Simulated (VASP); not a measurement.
Crystal: Ni3Ge.

```
Ni Ge
1.0
     3.41744    0.00000    0.00000
     0.00000    3.41744    0.00000
     0.00000    0.00000    3.41744
Ni Ge
3 1
Direct
  0.50000 0.00000 0.50000
  0.00000 0.50000 0.50000
  0.50000 0.50000 0.00000
  0.00000 0.00000 0.00000
```

Base run:

```yaml
Program: VASP 6.6.1
Functional: LDA
Potentials_or_basis: VASP PAW LDA potentials, release 64 (Ni, Ge_d)
Cutoff: 520 eV
k_mesh: 12 × 12 × 12
Occupations: gaussian, width 0.15 eV
Spin: collinear spin, ferromagnetic start
Starting_moments: "[0.375, 0.375, 0.375, 0.0] μB"
Fixed_moment: 1.125 μB
```

Its results: pressure 19.6 GPa; site moments Ni +0.36; Ge +0.02 μB.

**Question.** The run is repeated on the same cell with these changes: fixed moment from 1.125 μB to 3 μB; moments at the start from [0.38, 0.38, 0.38, 0.0] to [1.0, 1.0, 1.0, 0.0]. What comes out?

**Answer.** Pressure 28.0 GPa; site moments Ni +0.90; Ge +0.19 μB.

Caveats: the cell stands under pressure; the total moment is fixed, so each spin has its own Fermi level and the state may be an excited one.
